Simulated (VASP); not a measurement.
Input of a VASP 6.6.1 run:

Contents of INCAR:

```
SYSTEM = Si3N4
PREC = Accurate
ENCUT = 520
EDIFF = 1E-7
ISMEAR = 0
SIGMA = 0.1
LREAL = .False.
LASPH = .True.
NELM = 60
ALGO = Normal
ISIF = 2
LWAVE = .False.
LCHARG = .False.
GGA = PE
NBANDS = 25
```

KPOINTS

```
regular mesh
0
Gamma
  4 4 4
  0 0 0
```

The input POSCAR:

```
Si3N4
1.0
    3.8236709560      0.0000000000      0.0000000000
    0.0000000000      3.8236709560      0.0000000000
    0.0000000000      0.0000000000      3.8236709560
Si N
3 4
Direct
    0.5000000000      0.5000000000      0.0000000000
    0.0000000000      0.5000000000      0.5000000000
    0.5000000000      0.0000000000      0.5000000000
    0.5000000000      0.5000000000      0.5000000000
    0.5000000000      0.0000000000      0.0000000000
    0.0000000000      0.5000000000      0.0000000000
    0.0000000000      0.0000000000      0.5000000000
```

Potentials or basis: VASP PAW PBE potentials, release 64 (Si, N).

The run is started by

```console
$ cat potpaw_PBE.64/Si/POTCAR potpaw_PBE.64/N/POTCAR > POTCAR
$ mpirun -np 1 vasp_std > vasp.out
```

Task: What does it give for the band gap on the k mesh?

Result: Zero (band 16 reaches 12.32 eV, above the bottom of band 17 at 11.72 eV).

Task: What does it give for the pressure?

Result: 0.0 GPa.

Caveat: the k points lie up to 0.41 Å⁻¹ apart.
